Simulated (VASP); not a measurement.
Write the native input for VASP 6.6.1 that does the following.

```yaml
Task: single point
Functional: r2SCAN
Potentials_or_basis: VASP PAW PBE potentials, release 64 (Sn_d, Te)
Cutoff: 520 eV
k_mesh: 6 × 6 × 6
Occupations: fermi-dirac, width 0.02 eV
Spin: no spin polarisation
Dipole_correction: no
Further_INCAR_settings: ALGO = Normal; EDIFF = 1e-06; NBANDS = 17
```

Crystal: SnTe.

```
CELL_PARAMETERS angstrom
0.00000 3.18935 3.18935
3.18935 0.00000 3.18935
3.18935 3.18935 0.00000
ATOMIC_POSITIONS crystal
Sn 0.00000 0.00000 0.00000
Te 0.50000 0.50000 0.50000
```

The input as run:

POSCAR

```
SnTe
1.0
    0.0000000000      3.1893545680      3.1893545680
    3.1893545680      0.0000000000      3.1893545680
    3.1893545680      3.1893545680      0.0000000000
Sn Te
1 1
Direct
    0.0000000000      0.0000000000      0.0000000000
    0.5000000000      0.5000000000      0.5000000000
```

INCAR.step1

```
PREC     = Accurate       # precision mode
ENCUT    = 520            # plane-wave cutoff, eV
ISMEAR   = -1             # smearing method
SIGMA    = 0.02           # smearing width, eV
LREAL    = F              # projectors in reciprocal space
LASPH    = T              # aspherical terms in the spheres
NELM     = 80             # most SCF steps
NBANDS   = 17             # bands
GGA      = PE             # functional
ALGO     = Normal         # electronic algorithm
EDIFF    = 1E-4           # SCF threshold, eV
LWAVE    = T              # write WAVECAR
LCHARG   = F              # write CHGCAR
```

INCAR.step2

```
PREC     = Accurate       # precision mode
ENCUT    = 520            # plane-wave cutoff, eV
EDIFF    = 1E-6           # SCF threshold, eV
ISMEAR   = -1             # smearing method
SIGMA    = 0.02           # smearing width, eV
LREAL    = F              # projectors in reciprocal space
LASPH    = T              # aspherical terms in the spheres
NELM     = 80             # most SCF steps
ALGO     = Normal         # electronic algorithm
ISIF     = 2              # what is computed and relaxed
LWAVE    = F              # write WAVECAR
LCHARG   = T              # write CHGCAR
METAGGA  = R2SCAN         # meta-GGA
LMIXTAU  = T            
LELF     = T              # ELF
LVHAR    = T            
NBANDS   = 17             # bands
ISTART   = 1
```

KPOINTS

```
regular mesh
0
Gamma
  6 6 6
```

Potentials or basis: VASP PAW PBE potentials, release 64 (Sn_d, Te).

Launch:

```console
$ cat potpaw_PBE.64/Sn_d/POTCAR potpaw_PBE.64/Te/POTCAR > POTCAR
$ cp INCAR.step1 INCAR
$ mpirun -np 1 vasp_std > vasp.out
$ cp INCAR.step2 INCAR
$ mpirun -np 1 vasp_std > vasp.out
```

Results of the run:

```
Pressure               : 0.0 GPa
Band gap on the k mesh : 0.14 eV
```

Caveat: the PAW data sets were made with another functional, which shifts forces and pressure a little; spin-orbit coupling is left out, which moves the levels of the heavy elements.

It took 2.5 min on 1 thread of Intel Xeon 8259CL (shared host), peak memory 0.22 GiB.
